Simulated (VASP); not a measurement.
The system is Ga3Se.

```
CELL_PARAMETERS angstrom
4.49079 0.00000 0.00000
0.00000 4.49079 0.00000
0.00000 0.00000 4.49079
ATOMIC_POSITIONS crystal
Se 0.00000 0.00000 0.00000
Ga 0.50000 0.50000 0.00000
Ga 0.50000 0.00000 0.50000
Ga 0.00000 0.50000 0.50000
```

Base run:

```yaml
Program: VASP 6.6.1
Functional: PBEsol
Potentials_or_basis: VASP PAW PBE potentials, release 64 (Se, Ga_d)
Cutoff: 520 eV
k_mesh: 6 × 6 × 6
Occupations: fermi-dirac, width 0.05 eV
Spin: no spin polarisation
```

Its results: pressure -4.7 GPa.

**Question.** The run is repeated on the same cell with these changes: functional from PBEsol to PBE. What comes out?

**Answer.** Pressure -1.8 GPa.

PBE binds less tightly than PBEsol, so the same cell stands under more pressure.

Caveats: the PAW data sets were made with another functional, which shifts forces and pressure a little (some runs).
